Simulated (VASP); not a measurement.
Wanted: the native input for a VASP 6.6.1 run.

```yaml
Task: single point
Functional: PBE
Potentials_or_basis: VASP PAW PBE potentials, release 64 (Cd, Os)
Cutoff: 520 eV
k_mesh: 6 × 6 × 6
Occupations: gaussian, width 0.1 eV
Spin: no spin polarisation
Dipole_correction: no
Further_INCAR_settings: ALGO = Normal; EDIFF = 1e-06; NBANDS = 17
```

The structure of CdOs lies in POSCAR:

```
CdOs
1.0
    3.2252617520      0.0000000000      0.0000000000
    0.0000000000      3.2252617520      0.0000000000
    0.0000000000      0.0000000000      3.2252617520
Cd Os
1 1
Direct
    0.0000000000      0.0000000000      0.0000000000
    0.5000000000      0.5000000000      0.5000000000
```

The input as run:

INCAR

```
SYSTEM = CdOs
  ALGO = Normal
  EDIFF = 1E-6
  ENCUT = 520
  GGA = PE
  ISIF = 2
  ISMEAR = 0
  LASPH = .True.
  LCHARG = .False.
  LREAL = .False.
  LWAVE = .False.
  NBANDS = 17
  NELM = 60
  PREC = Accurate
  SIGMA = 0.1
```

KPOINTS

```
k-points
0
Gamma
  6 6 6
  0 0 0
```

Potentials or basis: VASP PAW PBE potentials, release 64 (Cd, Os).

Command:

```console
$ cat potpaw_PBE.64/Cd/POTCAR potpaw_PBE.64/Os/POTCAR > POTCAR
$ mpirun -np 1 vasp_std > vasp.out
```

Results of the run:

```yaml
Pressure: 1.2 GPa
Band_gap_on_the_k_mesh: zero (band 10 reaches 6.39 eV, above the bottom of band 11 at 4.67 eV)
```

Caveat: spin-orbit coupling is left out, which moves the levels of the heavy elements.

Wall time 3.6 s on 1 thread of Intel(R) Xeon(R) 6975P-C (Granite Rapids) (shared host), peak memory 0.14 GiB.
